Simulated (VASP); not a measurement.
# Al2O3 (P-3m1) in VASP: further runs, part 2 of 2

VASP 6.6.1. Earlier steps stand in the parts before.

### Step 4. Single point, PBEsol

This run uses another cell than the first one, of 12.33 Å³/atom, 1.087 times its volume.

File INCAR:

```
PREC = Accurate
ENCUT = 520
EDIFF = 1E-6
ISMEAR = -1
SIGMA = 0.05
LREAL = F
LASPH = T
NELM = 60
ALGO = Normal
ISIF = 2
LWAVE = F
LCHARG = F
GGA = PS
NBANDS = 20
```

File KPOINTS:

```
Automatic mesh
0
Gamma
  10 10 4
```

File POSCAR:

```
Al2O3
1.0
    2.9884966598      0.0000000000      0.0000000000
   -1.4942483299      2.5881140265      0.0000000000
    0.0000000000      0.0000000000      7.9722166893
Al O
2 3
Direct
    0.0000000000      0.0000000000      0.7096281235
    0.0000000000      0.0000000000      0.2903718765
    0.0000000000      0.0000000000      0.5000000000
    0.6666666667      0.3333333333      0.7841668276
    0.3333333333      0.6666666667      0.2158331724
```

Potentials or basis: VASP PAW PBE potentials, release 64 (Al, O).

Run with:

```sh
$ cat potpaw_PBE.64/Al/POTCAR potpaw_PBE.64/O/POTCAR > POTCAR
$ mpirun -np 1 vasp_std > vasp.out
```

OUTCAR:

```text
PREC = Accurate
   ENCUT = 520
   EDIFF = 1E-6
   ISMEAR = -1
   LREAL = F
   LASPH = T
   NELM = 60
   ISIF = 2
   GGA = PS

 ion  position               nearest neighbor table
   1  0.000  0.000  0.710-   3 1.67   4 1.82   4 1.82   4 1.82   2 3.34
   2  0.000  0.000  0.290-   3 1.67   5 1.82   5 1.82   5 1.82   1 3.34
   3  0.000  0.000  0.500-   1 1.67   2 1.67
   4  0.667  0.333  0.784-   1 1.82   1 1.82   1 1.82
   5  0.333  0.667  0.216-   2 1.82   2 1.82   2 1.82

  LATTYP: Found a hexagonal cell.
 ALAT       =     2.9884966598
 C/A-ratio  =     2.6676344654

  Lattice vectors:

 A1 = (   2.9884966598,   0.0000000000,   0.0000000000)
 A2 = (  -1.4942483299,   2.5881140265,   0.0000000000)
 A3 = (   0.0000000000,   0.0000000000,   7.9722166893)

Analysis of symmetry for initial positions (statically):
=====================================================================
 Subroutine PRICEL returns:
 Original cell was already a primitive cell.

 Routine SETGRP: Setting up the symmetry group for a
 hexagonal supercell.

[... 172 lines left out ...]
 E-fermi :   4.5453     XC(G=0):  -9.6369

 val. band max:        3.4376537057   @ k =   0.0000   0.0000   0.0000
 cond. band min:       5.8326060329   @ k =   0.0000   0.0000   0.0000
 fundamental gap:      2.3949523271
 Fermi energy:         4.5453365810

 k-point     1 :       0.0000    0.0000    0.0000
  band No.  band energies     occupation
      1     -16.2327      2.00000
      2     -16.0850      2.00000
      3     -13.4347      2.00000
      4      -2.5895      2.00000
      5      -1.0062      2.00000
      6      -0.3349      2.00000
[... 541 lines left out ...]
     19      14.5378      0.00000
     20      16.7181      0.00000

 [... further k-points ...]

------------------------ aborting loop because EDIFF is reached ----------------------------------------

  FORCE on cell =-STRESS in cart. coord.  units (eV):
  Direction    XX          YY          ZZ          XY          YZ          ZX
  --------------------------------------------------------------------------------------
  -------------------------------------------------------------------------------------
  Total        0.0394529      0.0394529      0.2542244      0.0000000      0.0000000      0.0000000
  in kB        1.0251198      1.0251198      6.6056031      0.0000000      0.0000000      0.0000000
  external PRESSURE =       2.8852809 kB  Pullay stress =       0.0000000 kB

 VOLUME and BASIS-vectors are now :
 -----------------------------------------------------------------------------
  energy-cutoff  :      520.00
  volume of cell :       61.66
      direct lattice vectors                 reciprocal lattice vectors
     2.988496660  0.000000000  0.000000000     0.334616402  0.193190870  0.000000000
    -1.494248330  2.588114026  0.000000000     0.000000000  0.386381740  0.000000000
     0.000000000  0.000000000  7.972216689     0.000000000  0.000000000  0.125435627

 POSITION                                       TOTAL-FORCE (eV/Angst)
 -----------------------------------------------------------------------------------
      0.00000      0.00000      5.65731         0.000000      0.000000      0.090733
      0.00000      0.00000      2.31491         0.000000      0.000000     -0.090733
      0.00000      0.00000      3.98611         0.000000      0.000000     -0.000000
      1.49425      0.86270      6.25155        -0.000000      0.000000      0.001371
     -0.00000      1.72541      1.72067         0.000000      0.000000     -0.001371
 -----------------------------------------------------------------------------------
    total drift:                               -0.000000      0.000000     -0.000000

  FREE ENERGIE OF THE ION-ELECTRON SYSTEM (eV)
  ---------------------------------------------------
  free  energy   TOTEN  =       -37.7479270887 eV

  energy  without entropy=      -37.7479270887  energy(sigma->0) =      -37.74792709
```

stdout:

```text
POSCAR found type information on POSCAR AlO
 POSCAR found :  2 types and       5 ions
 scaLAPACK will be used
 -----------------------------------------------------------------------------
|                                                                             |
|                                                                             |
|     You enforced a specific xc type in the INCAR file but a different       |
|     I HOPE YOU KNOW WHAT YOU ARE DOING!                                     |
|                                                                             |
 -----------------------------------------------------------------------------

 LDA part: xc-table for (Slater+PW92), standard interpolation
 POSCAR, INCAR and KPOINTS ok, starting setup
 FFT: planning ... GRIDC
 FFT: planning ... GRID_SOFT
 FFT: planning ... GRID
 WAVECAR not read
 entering main loop
```

Wall time 43 s (1 thread of Intel Xeon Platinum 8259CL at 2.50GHz (Skylake/Cascade Lake), shared host); peak memory 0.2 GiB.

Results:

* Free energy: -37.7479 eV
* Pressure: 0.3 GPa
* Largest force: 0.091 eV/Å
* Band gap on the k mesh: 2.39 eV, direct

Forces in eV/Å, atoms in the order of the input:
```
Al   0.000  0.000  0.091
Al   0.000  0.000 -0.091
O    0.000  0.000  0.000
O    0.000  0.000  0.001
O    0.000  0.000 -0.001
```

Caveat: the PAW data sets were made with another functional, which shifts forces and pressure a little. PBEsol gaps usually lie below the measured ones, often by a third to a half.

### Step 5. Single point, LDA (volume scaled by 0.94)

File INCAR:

```
SYSTEM = Al2O3
PREC = Accurate
ENCUT = 520
EDIFF = 1E-7
ISMEAR = -1
SIGMA = 0.05
LREAL = .False.
LASPH = .True.
NELM = 80
ALGO = Normal
ISIF = 2
LWAVE = .False.
LCHARG = .False.
NBANDS = 20
```

File KPOINTS:

```
regular mesh
0
Gamma
  10 10 4
  0 0 0
```

File POSCAR:

```
Al2O3
1.0
    2.9558839834      0.0000000000      0.0000000000
   -1.4779419917      2.5598706203      0.0000000000
    0.0000000000      0.0000000000      7.4200082063
Al O
2 3
Direct
    0.0000000000      0.0000000000      0.7220490000
    0.0000000000      0.0000000000      0.2779510000
    0.0000000000      0.0000000000      0.5000000000
    0.6666666667      0.3333333333      0.8005460000
    0.3333333333      0.6666666667      0.1994540000
```

Potentials or basis: VASP PAW LDA potentials, release 64 (Al, O).

Run with:

```sh
$ cat potpaw_LDA.64/Al/POTCAR potpaw_LDA.64/O/POTCAR > POTCAR
$ mpirun -np 1 vasp_std > vasp.out
```

Run time: 84 s. Hardware: 1 thread of AMD EPYC 7R43 (Zen 3), shared host; peak memory 0.14 GiB.

The run converged. Its results:

```yaml
Free_energy: -39.7388 eV
Pressure: 3.0 GPa
Largest_force: 0.510 eV/Å
Band_gap_on_the_k_mesh: 2.63 eV, direct
```

Forces in eV/Å, atoms in the order of the input:
```
Al   0.000  0.000  0.510
Al   0.000  0.000 -0.510
O    0.000  0.000  0.000
O    0.000  0.000  0.092
O    0.000  0.000 -0.092
```

Stress tensor (GPa, compression positive):
```
1.74 0.00 0.00
0.00 1.74 0.00
0.00 0.00 5.40
```

Levels at points of the mesh, in eV from the valence-band top:
```
           k point  band 10  band 11  band 12  band 13  band 14  band 15
(0.00, 0.00, 0.00)    -2.38     0.00     0.00     2.63     4.71     7.55
(0.50, 0.00, 0.00)    -3.19    -1.88    -0.54     4.55     6.35     8.38
(0.00, 0.00, 0.50)    -3.25     0.00     0.00     3.56     3.76     8.36
(0.50, 0.00, 0.50)    -3.45    -1.79    -0.53     5.08     5.63     8.45
```

Caveat: the cell differs from its parent crystal (volume scaled by 0.94). A k mesh can miss the band edges.

### Step 6. Summary

| level | potentials or basis | cell | gap on the mesh (eV) | pressure (GPa) | largest force (eV/Å) |
| --- | --- | --- | --- | --- | --- |
| PBEsol+D4 | VASP PAW PBE potentials, release 64 (Al, O) | a = 2.979, b = 2.979, c = 7.385 Å, angles 90.0, 90.0, 120.0°, 5 atoms | 2.39 | 0.3 | 0.09 |
| PBEsol+D3(BJ) | VASP PAW PBE potentials, release 64 (Al, O) | a = 3.017, b = 3.017, c = 7.575 Å, angles 90.0, 90.0, 120.0°, 5 atoms | 2.19 | -5.4 | 0.19 |
| PBEsol | VASP PAW PBE potentials, release 64 (Al, O) | a = 2.988, b = 2.988, c = 7.972 Å, angles 90.0, 90.0, 120.0°, 5 atoms | 2.39 | 0.3 | 0.09 |
| LDA | VASP PAW LDA potentials, release 64 (Al, O) | a = 2.956, b = 2.956, c = 7.420 Å, angles 90.0, 90.0, 120.0°, 5 atoms | 2.63 | 3.0 | 0.51 |

Alike in all rows: task single point; no spin polarisation; k mesh 10 × 10 × 4; cutoff (eV) 520; smearing fermi-dirac 0.05 eV.

Caveats: the PAW data sets were made with another functional, which shifts forces and pressure a little (some runs); three body term missing (some runs).

Total energies depend on the potentials used, so only differences within one code and one set of settings carry meaning.
